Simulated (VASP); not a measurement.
A run of VASP 6.6.1 is set up as follows.

Contents of INCAR:

```
SYSTEM = ZnO
ALGO = Normal
EDIFF = 1E-7
ENCUT = 520
GGA = PS
ISIF = 2
ISMEAR = 0
LASPH = .True.
LCHARG = .False.
LREAL = .False.
LWAVE = .False.
NBANDS = 26
NELM = 80
PREC = Accurate
SIGMA = 0.05
```

File KPOINTS:

```
k-points
0
Gamma
  8 8 6
  0 0 0
```

The input POSCAR:

```
ZnO
1.0
    3.1880703917      0.0000000000      0.0000000000
   -1.5940351958      2.7609499483      0.0000000000
    0.0000000000      0.0000000000      5.1407098901
Zn O
2 2
Direct
    0.3333333333      0.6666666667      0.0014489168
    0.6666666667      0.3333333333      0.5014489168
    0.3333333333      0.6666666667      0.3806510832
    0.6666666667      0.3333333333      0.8806510832
```

Potentials or basis: VASP PAW PBE potentials, release 64 (Zn, O).

Run with:

```console
$ cat potpaw_PBE.64/Zn/POTCAR potpaw_PBE.64/O/POTCAR > POTCAR
$ mpirun -np 1 vasp_std > vasp.out
```

Problem. What does it give for the band gap on the k mesh?

Solution. 0.75 eV, direct.

Problem. What does it give for the pressure?

Solution. 7.6 GPa.

Stress tensor (GPa, compression positive):
```
7.59 0.00 0.00
0.00 7.59 0.00
0.00 0.00 7.68
```

Caveat: the PAW data sets were made with another functional, which shifts forces and pressure a little.
